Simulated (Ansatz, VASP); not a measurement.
# Sn3S5: VASP beside Ansatz

```
Sn S
1.0
     3.78290    2.18406    5.35928
    -3.78290    2.18406    5.35928
     0.00000   -4.36811    5.35928
Sn S
3 5
Direct
  0.75850 0.24150 0.50000
  0.50000 0.75850 0.24150
  0.24150 0.50000 0.75850
  0.10054 0.89946 0.50000
  0.50000 0.10054 0.89946
  0.89946 0.50000 0.10054
  0.38986 0.38986 0.38986
  0.61014 0.61014 0.61014
```

Alike in both runs: functional PBE; k mesh 3 × 3 × 3; occupations gaussian, width 0.2 eV; no spin polarisation.

Ansatz relaxed the structure, and its values are those at the end. VASP's run is a single point on that final structure, the one shown.

```csv
,VASP,Ansatz
version,VASP 6.6.1,Ansatz 0.2.0
potentials or method,"VASP PAW PBE potentials, release 64 (Sn_d, S), cutoff 520 eV","scalar-relativistic, plane waves, PAW"
valence electrons in the cell,72,72
```

|  | VASP | Ansatz | Ansatz less VASP |
| --- | --- | --- | --- |
| gap on the k mesh at the Fermi level (eV) | none | none | - |
| pressure (GPa) | 0.1 | 0.1 | +0.06 |
| rms of the force components (eV/Å) | 0.005 | 0.008 | +0.0035 |

A gap of «none» marks a metal or a gap that the smearing closes. The functional is the same, so the differences come from potentials, cutoffs and numerics.
